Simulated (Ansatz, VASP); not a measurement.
Sn2TeO: VASP beside Ansatz

```
CELL_PARAMETERS angstrom
4.20146 0.00000 0.00000
0.00000 4.20146 0.00000
0.00000 0.00000 5.95641
ATOMIC_POSITIONS crystal
Sn 0.00000 0.00000 0.50000
Sn 0.50000 0.50000 0.00000
Te 0.50000 0.50000 0.50000
O 0.00000 0.00000 0.00000
```

Change from the starting cell: species swapped into the GeTe2Pb type (P4/mmm, No. 123).

Alike in both runs: functional PBE; k mesh 12 × 12 × 8; occupations gaussian, width 0.1 eV; no spin polarisation.

Ansatz relaxed the structure, and its values are those at the end. VASP's run is a single point on that final structure, the one shown.

|  | VASP | Ansatz |
| --- | --- | --- |
| version | VASP 6.6.1 | Ansatz 0.2.0 |
| potentials or method | VASP PAW PBE potentials, release 64 (Sn_d, Te, O), cutoff 600 eV | scalar-relativistic, plane waves, PAW |
| valence electrons in the cell | 40 | 50 |

Ansatz gave:

| Property | Result |
| --- | --- |
| gap on the k mesh at the Fermi level (eV) | none |
| pressure (GPa) | 0.0 |

Q: What did VASP give for the same quantities?

A: gap on the k mesh at the Fermi level (eV): none; pressure (GPa): -0.1.

A gap of «none» marks a metal or a gap that the smearing closes. The functional is the same, so the differences come from potentials, cutoffs and numerics. VASP's potentials hold 40 valence electrons a cell and Ansatz's 50, so a difference there can come from the potentials and not from the codes.

Neither program's run includes spin-orbit coupling.
